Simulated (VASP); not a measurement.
# Te2Mo: single point with LDA

Te2Mo, a slab with vacuum:

```
CELL_PARAMETERS angstrom
3.56023 0.00000 0.00000
-1.78012 3.08325 0.00000
0.00000 0.00000 17.52406
ATOMIC_POSITIONS crystal
Te 0.33333 0.66667 0.89786
Te 0.33333 0.66667 0.10214
Mo 0.00000 0.00000 0.00000
```

```
Program             : VASP 6.6.1
Task                : single point
Functional          : LDA
Potentials or basis : VASP PAW LDA potentials, release 64 (Te, Mo_sv)
Cutoff              : 520 eV
k mesh              : 5 × 5 × 1
Occupations         : gaussian, width 0.1 eV
Spin                : no spin polarisation
```

```yaml
Largest_force: 0.374 eV/Å
Band_gap_on_the_k_mesh: 1.44 eV, direct
```

Forces in eV/Å, atoms in the order of the input:
```
Te   0.000  0.000  0.374
Te   0.000  0.000 -0.374
Mo   0.000  0.000  0.000
```

Levels at points of the mesh, in eV from the valence-band top:
```csv
k point,band 10,band 11,band 12,band 13,band 14,band 15,band 16,band 17
"(0.00, 0.00, 0.00)",-1.44,-0.74,-0.74,-0.21,3.22,3.22,3.51,3.51
```

Run time: 22 s on 1 thread of Intel(R) Xeon(R) Platinum 8488C (Sapphire Rapids) (shared host), peak memory 0.25 GiB.

Caveat: spin-orbit coupling is left out, which moves the levels of the heavy elements.
